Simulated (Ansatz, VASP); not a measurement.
This is a calculation of BaTiO3 for VASP 6.6.1.

Contents of INCAR:

```
SYSTEM = BaTiO3
ALGO = Normal ; EDIFF = 1E-7
ENCUT = 520 ; GGA = CA
ISIF = 2 ; ISMEAR = -1
LASPH = .TRUE. ; LCHARG = .TRUE.
LELF = .TRUE. ; LREAL = .FALSE.
LVHAR = .TRUE. ; LWAVE = .FALSE.
NBANDS = 28 ; NELM = 60
PREC = Accurate ; SIGMA = 0.05
```

KPOINTS

```
k-points
0
G
  7 7 7
  0 0 0
```

Contents of POSCAR:

```
BaTiO3
1.0
    2.8828192476      1.6643964686      2.3638637331
   -2.8828192476      1.6643964686      2.3638637331
    0.0000000000     -3.3287929373      2.3638637331
Ba Ti O
1 1 3
Direct
    0.0000000000      0.0000000000      0.0000000000
    0.4845000000      0.4845000000      0.4845000000
    0.5086000000      0.0175000000      0.5086000000
    0.0175000000      0.5086000000      0.5086000000
    0.5086000000      0.5086000000      0.0175000000
```

Potentials or basis: VASP PAW LDA potentials, release 64 (Ba_sv, Ti_sv, O).

Command:

```bash
$ cat potpaw_LDA.64/Ba_sv/POTCAR potpaw_LDA.64/Ti_sv/POTCAR potpaw_LDA.64/O/POTCAR > POTCAR
$ mpirun -np 1 vasp_std > vasp.out
```

Translate it to Ansatz 0.2.0. Potentials there: all-electron LAPW, scalar-relativistic.

As run (the cutoff follows the program's own potentials):

Contents of input.yaml:

```yaml
crystal:
  lattice:
    - [2.8828192476, 1.6643964686, 2.3638637331]
    - [-2.8828192476, 1.6643964686, 2.3638637331]
    - [0.0, -3.3287929373, 2.3638637331]
  atoms:
    - { symbol: Ba, position: [0.0, 0.0, 0.0] }
    - { symbol: Ti, position: [0.4845, 0.4845, 0.4845] }
    - { symbol: O, position: [0.5086, 0.0175, 0.5086] }
    - { symbol: O, position: [0.0175, 0.5086, 0.5086] }
    - { symbol: O, position: [0.5086, 0.5086, 0.0175] }
kpoints:
  mp_grid: { grid: [7, 7, 7] }
scf:
  occupations: { method: fermi_dirac, width: 0.05 }
hamiltonian:
  xc: lda
  pseudopotentials: { kind: all_electron, lapw: { basis_error: 0.002 } }
output:
  forces: true
  stress: true
  eigenvalues: true
```

Potentials or basis: all-electron LAPW, scalar-relativistic.

Run with:

```sh
$ ansatz run input.yaml --threads 4 --pin off --max-ram 12288MiB --backend cpu --events-out ev --progress --plain --runs-dir out
```

Both were run:

|  | VASP | Ansatz | Ansatz less VASP |
| --- | --- | --- | --- |
| gap on the k mesh at the Fermi level (eV) | 2.21 | 2.25 | +0.047 |
| least direct gap on the mesh (eV) | 2.59 | 2.60 | +0.014 |
| pressure (GPa) | -12.5 | -14.1 | -1.66 |
| traceless stress, the component that is largest in VASP (GPa) | 0.30 | 0.36 | +0.058 |
| rms of the force components (eV/Å) | 0.216 | 0.248 | +0.0320 |

LDA's correlation is that of Perdew and Zunger in VASP and of Perdew and Wang (1992) in Ansatz. Atom by atom the forces differ by 0.032 eV/Å (rms over components). Ansatz ran all-electron here, and VASP with PAW potentials.

Spin-orbit coupling is off throughout.
